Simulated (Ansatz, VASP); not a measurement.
Two plane-wave programs on Mg

```
Mg
1.0
     0.00000    2.24774    2.24774
     2.24774    0.00000    2.24774
     2.24774    2.24774    0.00000
Mg
1
Cartesian
  0.0000 0.0000 0.0000
```

Alike in both runs: functional PBEsol; k mesh 16 × 16 × 16; occupations gaussian, width 0.1 eV; no spin polarisation.

Ansatz relaxed the structure, and its values are those at the end. VASP's run is a single point on that final structure, the one shown.

|  | VASP | Ansatz |
| --- | --- | --- |
| version | VASP 6.6.1 | Ansatz 0.2.0 |
| potentials or method | VASP PAW PBE potentials, release 64 (Mg), cutoff 520 eV | scalar-relativistic, plane waves, PAW |
| valence electrons in the cell | 2 | 10 |

|  | VASP | Ansatz | Ansatz less VASP |
| --- | --- | --- | --- |
| gap on the k mesh at the Fermi level (eV) | none | none | - |
| pressure (GPa) | -0.1 | -0.1 | +0.05 |

VASP's potentials were made for PBE, not for PBEsol. A gap of «none» marks a metal or a gap that the smearing closes. With one functional, cell and mesh, what is left measures potentials, basis and numerics. VASP's potentials hold 2 valence electrons a cell and Ansatz's 10, so a difference there can come from the potentials and not from the codes.
